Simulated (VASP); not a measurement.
Input of a VASP 6.6.1 run:

Contents of POSCAR:

```
GaN
1.0
    0.0000000000      2.2489526240      2.3573521404
    2.2489526240      0.0000000000      2.3573521404
    2.2489526240      2.2489526240      0.0000000000
Ga N
1 1
Direct
    0.0000000000      0.0000000000      0.0000000000
    0.7500000000      0.7500000000      0.7500000000
```

INCAR.step1

```
SYSTEM = GaN
ALGO     = Normal         ! electronic algorithm
EDIFF    = 1E-4           ! SCF threshold, eV
ENCUT    = 520            ! plane-wave cutoff, eV
GGA      = PE             ! functional
ISMEAR   = 0              ! smearing method
LASPH    = .TRUE.         ! aspherical terms in the spheres
LCHARG   = .FALSE.        ! write CHGCAR
LREAL    = .FALSE.        ! projectors in reciprocal space
LWAVE    = .TRUE.         ! write WAVECAR
NBANDS   = 16             ! bands
NELM     = 80             ! most SCF steps
PREC     = Accurate       ! precision mode
SIGMA    = 0.01           ! smearing width, eV
```

Contents of INCAR.step2:

```
SYSTEM = GaN
ALGO     = Normal         ! electronic algorithm
EDIFF    = 1E-6           ! SCF threshold, eV
ENCUT    = 520            ! plane-wave cutoff, eV
ISIF     = 2              ! what is computed and relaxed
ISMEAR   = 0              ! smearing method
ISTART   = 1            
LASPH    = .TRUE.         ! aspherical terms in the spheres
LCHARG   = .TRUE.         ! write CHGCAR
LELF     = .TRUE.         ! ELF
LMIXTAU  = .TRUE.       
LREAL    = .FALSE.        ! projectors in reciprocal space
LVHAR    = .TRUE.       
LWAVE    = .FALSE.        ! write WAVECAR
METAGGA  = R2SCAN         ! meta-GGA
NBANDS   = 16             ! bands
NELM     = 80             ! most SCF steps
PREC     = Accurate       ! precision mode
SIGMA    = 0.01           ! smearing width, eV
```

File KPOINTS:

```
k-points
0
G
  10 10 10
  0 0 0
```

Potentials or basis: VASP PAW PBE potentials, release 64 (Ga_d, N).

Command:

```sh
$ cat potpaw_PBE.64/Ga_d/POTCAR potpaw_PBE.64/N/POTCAR > POTCAR
$ cp INCAR.step1 INCAR
$ mpirun -np 1 vasp_std > vasp.out
$ cp INCAR.step2 INCAR
$ mpirun -np 1 vasp_std > vasp.out
```

(1) What does it give for the pressure?

(2) Predict the band gap on the k mesh.

Answers

(1) -7.6 GPa.

(2) 1.76 eV, direct.

Caveat: the cell differs from its parent crystal (uniaxial z strain +4.8%); the PAW data sets were made with another functional, which shifts forces and pressure a little.
